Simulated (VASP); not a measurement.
## Te3Ru: single point with PBE

Te3Ru:

```
Te Ru
1.0
     4.43326    0.00000    0.00000
     0.00000    4.43326    0.00000
     0.00000    0.00000    6.26277
Te Ru
3 1
Direct
  0.50000 0.50000 0.17730
  0.50000 0.50000 0.82270
  0.00000 0.00000 0.00000
  0.50000 0.50000 0.50000
```

The cell was generated, and may not be a known phase.

```json
{"Program": "VASP 6.6.1", "Task": "single point", "Functional": "PBE", "Potentials or basis": "VASP PAW PBE potentials, release 64 (Te, Ru_pv)", "Cutoff": "520 eV", "k mesh": "4 × 4 × 4", "Occupations": "gaussian, width 0.1 eV", "Spin": "no spin polarisation"}
```

```
Pressure               : 39.7 GPa
Largest force          : 1.536 eV/Å
Band gap on the k mesh : zero (bands 16 and 17 overlap by 1.58 eV)
```

Forces in eV/Å, atoms in the order of the input:
```
Te   0.000  0.000 -1.536
Te   0.000  0.000  1.536
Te   0.000  0.000  0.000
Ru   0.000  0.000  0.000
```

Stress tensor (GPa, compression positive):
```
  1.93   0.00   0.00
  0.00   1.93   0.00
  0.00   0.00 115.28
```

Levels at points of the mesh, in eV from the Fermi level:
```csv
k point,band 12,band 13,band 14,band 15,band 16,band 17,band 18,band 19,band 20,band 21
"(0.00, 0.00, 0.00)",-1.51,-0.96,-0.63,-0.06,0.93,0.93,2.38,2.38,2.54,5.54
"(0.50, 0.00, 0.00)",-2.14,-1.71,-1.23,-0.70,-0.12,0.11,2.37,2.65,3.27,5.66
"(0.50, 0.50, 0.00)",-1.41,-0.46,0.06,0.27,1.36,1.36,1.36,1.36,4.15,4.15
"(0.00, 0.00, 0.50)",-1.72,-0.71,-0.71,-0.59,-0.06,0.02,1.34,1.92,1.92,2.35
"(0.50, 0.00, 0.50)",-1.76,-1.65,-0.56,-0.51,-0.45,-0.22,-0.22,1.32,2.15,4.90
"(0.50, 0.50, 0.50)",-2.08,-2.08,-1.80,-1.20,0.00,0.06,2.93,3.08,3.08,6.08
```

It took 35 s on 1 thread of Intel(R) Xeon(R) Platinum 8488C (Sapphire Rapids), with other jobs on the host, peak memory 0.26 GiB.

Caveat: the stress differs along the axes, from 2 to 115 GPa; spin-orbit coupling is left out, which moves the levels of the heavy elements; forces of over 1 eV/Å act on the atoms, so gaps and moduli don't describe the material at rest.
